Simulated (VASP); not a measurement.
A run of VASP 6.6.1 is set up as follows.

The input INCAR:

```
PREC = Accurate
ENCUT = 520
EDIFF = 1E-7
ISMEAR = -1
SIGMA = 0.05
LREAL = F
LASPH = T
NELM = 100
ALGO = Normal
ISIF = 2
LWAVE = F
LCHARG = F
GGA = RP
NBANDS = 16
```

File KPOINTS:

```
regular mesh
0
Gamma
  10 10 10
```

The input POSCAR:

```
GaN
1.0
    0.0000000000      2.2684248875      2.2684248875
    2.2684248875      0.0000000000      2.2684248875
    2.2684248875      2.2684248875      0.0000000000
Ga N
1 1
Direct
    0.0000000000      0.0000000000      0.0000000000
    0.2500000000      0.2500000000      0.2500000000
```

Potentials or basis: VASP PAW PBE potentials, release 64 (Ga_d, N).

Run with:

```console
$ cat potpaw_PBE.64/Ga_d/POTCAR potpaw_PBE.64/N/POTCAR > POTCAR
$ mpirun -np 1 vasp_std > vasp.out
```

(1) Predict the band gap on the k mesh.

(2) Estimate the pressure.

## Answers

(1) 1.65 eV, direct.

(2) 5.2 GPa.

Caveat: the PAW data sets were made with another functional, which shifts forces and pressure a little.
